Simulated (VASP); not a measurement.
# Re: single point with PBEsol

Re:

```
Re
1.0
     2.79623    0.00000    0.00000
    -1.39811    2.42160    0.00000
     0.00000    0.00000    4.51749
Re
2
Direct
  0.33333 0.66667 0.20319
  0.66667 0.33333 0.79681
```

This cell differs from its parent crystal: atoms displaced along a vibrational mode, the cell strained.

```json
{"Program": "VASP 6.6.1", "Task": "single point", "Functional": "PBEsol", "Potentials or basis": "VASP PAW PBE potentials, release 64 (Re_sv_GW)", "Cutoff": "560 eV", "k mesh": "18 × 18 × 10", "Occupations": "gaussian, width 0.15 eV", "Spin": "no spin polarisation"}
```

```
Pressure               : 9.3 GPa
Largest force          : 5.370 eV/Å
Band gap on the k mesh : zero (bands 15 and 16 overlap by 2.63 eV)
```

Forces in eV/Å, atoms in the order of the input:
```
Re   0.000  0.000  5.370
Re   0.000  0.000 -5.370
```

Stress tensor (GPa, compression positive):
```
 3.70  0.00  0.00
 0.00  3.70  0.00
 0.00  0.00 20.35
```

Levels at points of the mesh, in eV from the Fermi level:
```tsv
k point	band 11	band 12	band 13	band 14	band 15	band 16	band 17	band 18	band 19	band 20
(0.00, 0.00, 0.00)	-2.27	-2.27	-2.01	-2.01	-1.63	1.04	1.04	2.07	3.93	3.93
(0.50, 0.00, 0.00)	-4.93	-2.44	-1.55	-1.10	0.01	3.41	3.81	5.02	5.70	6.87
(0.00, 0.00, 0.50)	-3.85	-2.41	-2.41	-2.31	-2.31	0.27	1.99	1.99	3.83	3.83
(0.50, 0.00, 0.50)	-4.94	-2.55	-1.61	0.91	1.22	2.13	2.82	3.51	4.44	5.59
```

Wall time 2.6 min on 1 thread of AMD EPYC 9R45 96-Core Processor (Zen 5), with other jobs on the host, peak memory 0.3 GiB.

Caveat: the cell differs from its parent crystal (atoms displaced along a vibrational mode, the cell strained); the stress differs along the axes, from 4 to 20 GPa; the PAW data sets were made with another functional, which shifts forces and pressure a little; spin-orbit coupling is left out, which moves the levels of the heavy elements.
